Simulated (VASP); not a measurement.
CuO, 4 atoms in the cell. The structure is orthorhombic, space group Cccm (No. 66). Conventional cell: a = 3.982 Å, b = 4.307 Å, c = 5.156 Å, α = 90.00°, β = 90.00°, γ = 90.00°. Within 2.6 Å of Cu (site symmetry 2/m) lie 4 O at 1.95 Å. Within 2.6 Å of O (site symmetry 222) lie 4 Cu at 1.95 Å and 2 O at 2.58 Å. 

| Property | Result |
| --- | --- |
| Program | VASP 6.6.1 |
| Task | single point |
| Functional | PBE0 |
| Potentials or basis | VASP PAW PBE potentials, release 64 (Cu, O) |
| Cutoff | 520 eV |
| k mesh | 5 × 5 × 3 |
| Occupations | fermi-dirac, width 0.05 eV |
| Spin | no spin polarisation |
| Dipole correction | no |
| Grid for exact exchange (PRECFOCK) | Normal |
| Further INCAR settings | ALGO = Normal; EDIFF = 1e-06; NBANDS = 25 |
| Share of exact exchange | 0.25 |

Potentials or basis: VASP PAW PBE potentials, release 64 (Cu, O).

The run is started by

```sh
$ cat potpaw_PBE.64/Cu/POTCAR potpaw_PBE.64/O/POTCAR > POTCAR
$ cp INCAR.step1 INCAR
$ mpirun -np 1 vasp_std > vasp.out
$ cp INCAR.step2 INCAR
$ mpirun -np 1 vasp_std > vasp.out
```

Hardware: 1 thread of Oxide Virtual Turin-like Processor (shared host).

**Question.** How long does it take, and how much memory?

**Answer.** Wall time 63 min on 1 thread of Oxide Virtual Turin-like Processor (shared host), peak memory 0.15 GiB. Counts: k points 18.
